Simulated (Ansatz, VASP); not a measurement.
# Li2Se: VASP beside Ansatz

```
CELL_PARAMETERS angstrom
-0.01486 2.96495 2.96495
2.96495 -0.01486 2.96495
2.96495 2.96495 -0.01486
ATOMIC_POSITIONS crystal
Li 0.25044 0.25044 0.25044
Li 0.74956 0.74956 0.74956
Se 0.00000 0.00000 0.00000
```

Change from the starting cell: equal xy, yz and zx engineering shears of -0.5 %.

Alike in both runs: functional PBEsol; k mesh 6 × 6 × 6; no spin polarisation.

Ansatz relaxed the structure, and its values are those at the end. VASP's run is a single point on that final structure, the one shown.

```csv
,VASP,Ansatz
version,VASP 6.6.1,Ansatz 0.2.0
potentials or method,"VASP PAW PBE potentials, release 64 (Li_sv, Se), cutoff 750 eV","all-electron LAPW, scalar-relativistic"
occupations,"gaussian, width 0.01 eV",fixed
```

```csv
,VASP,Ansatz,Ansatz less VASP
gap on the k mesh at the Fermi level (eV),2.79,2.79,+0.007
pressure (GPa),0.0,0.0,-0.02
```

VASP's potentials were made for PBE, not for PBEsol. Ansatz ran all-electron here, and VASP with PAW potentials.
